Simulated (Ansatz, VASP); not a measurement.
# Two plane-wave programs on CaSb4

```
Ca Sb
1.0
     5.11099    0.00000    0.00000
    -2.55550    4.42625    0.00000
     0.00000    0.00000    6.15786
Ca Sb
1 4
Direct
  0.00000 0.00000 0.50000
  0.33333 0.66667 0.50000
  0.66667 0.33333 0.50000
  0.33333 0.66667 0.00000
  0.66667 0.33333 0.00000
```

Alike in both runs: task single point; functional PBE; k mesh 6 × 6 × 4; occupations gaussian, width 0.1 eV; no spin polarisation.

```csv
,VASP,Ansatz
version,VASP 6.6.1,Ansatz 0.2.0
potentials or method,"VASP PAW PBE potentials, release 64 (Ca_sv, Sb), cutoff 520 eV","scalar-relativistic, plane waves, PAW"
valence electrons in the cell,30,70
```

```tsv
	VASP	Ansatz	Ansatz less VASP
gap on the k mesh at the Fermi level (eV)	none	none	-
pressure (GPa)	13.0	12.9	-0.14
traceless stress, the component that is largest in VASP (GPa)	-10.61	-10.52	+0.098
```

A gap of «none» marks a metal or a gap that the smearing closes. VASP's potentials hold 30 valence electrons a cell and Ansatz's 70, so a difference there can come from the potentials and not from the codes.

Spin-orbit coupling is off throughout.
